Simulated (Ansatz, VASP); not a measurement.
# PIr2: VASP beside Ansatz

```
CELL_PARAMETERS angstrom
0.00000 2.71100 2.71100
2.71100 0.00000 2.71100
2.71100 2.71100 0.00000
ATOMIC_POSITIONS crystal
P 0.00000 0.00000 0.00000
Ir 0.25000 0.25000 0.25000
Ir 0.75000 0.75000 0.75000
```

Change from the starting cell: volume scaled by 0.94, PAW files.

Alike in both runs: task electric field gradients; functional LDA; k mesh 11 × 11 × 11; occupations fermi-dirac, width 0.05 eV; no spin polarisation.

```csv
,VASP,Ansatz
version,VASP 6.6.1,Ansatz 0.2.0
potentials or method,"VASP PAW LDA potentials, release 64 (P, Ir)","PAW with Ansatz's default frozen-core files, scalar-relativistic"
plane-wave cutoff (eV),520,420
valence electrons in the cell,23,39
```

|  | VASP | Ansatz | Ansatz less VASP |
| --- | --- | --- | --- |
| pressure (GPa) | 18.9 | 16.3 | -2.55 |

LDA's correlation is that of Perdew and Zunger in VASP and of Perdew and Wang (1992) in Ansatz. VASP's potentials hold 23 valence electrons a cell and Ansatz's 39, so a difference there can come from the potentials and not from the codes.

Spin-orbit coupling is off throughout.
